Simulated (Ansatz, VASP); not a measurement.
## Al2Cu in VASP and in Ansatz

```xyz
3
Lattice="4.0425 0.0000 0.0000 0.0000 4.0425 0.0000 0.0000 0.0000 2.8220" Properties=species:S:1:pos:R:3 pbc="T T T"
Al    2.0213    0.0000    1.4110
Al    0.0000    2.0213    1.4110
Cu    0.0000    0.0000    0.0000
```

Alike in both runs: functional LDA; k mesh 10 × 10 × 14; occupations gaussian, width 0.1 eV; no spin polarisation.

Ansatz relaxed the structure, and its values are those at the end. VASP's run is a single point on that final structure, the one shown.

|  | VASP | Ansatz |
| --- | --- | --- |
| version | VASP 6.6.1 | Ansatz 0.2.0 |
| potentials or method | VASP PAW LDA potentials, release 64 (Al, Cu), cutoff 520 eV | scalar-relativistic, plane waves, PAW |
| valence electrons in the cell | 17 | 25 |

|  | VASP | Ansatz | Ansatz less VASP |
| --- | --- | --- | --- |
| gap on the k mesh at the Fermi level (eV) | none | none | - |
| pressure (GPa) | 0.2 | 0.0 | -0.23 |

LDA's correlation is that of Perdew and Zunger in VASP and of Perdew and Wang (1992) in Ansatz. A gap of «none» marks a metal or a gap that the smearing closes. VASP's potentials hold 17 valence electrons a cell and Ansatz's 25, so a difference there can come from the potentials and not from the codes.
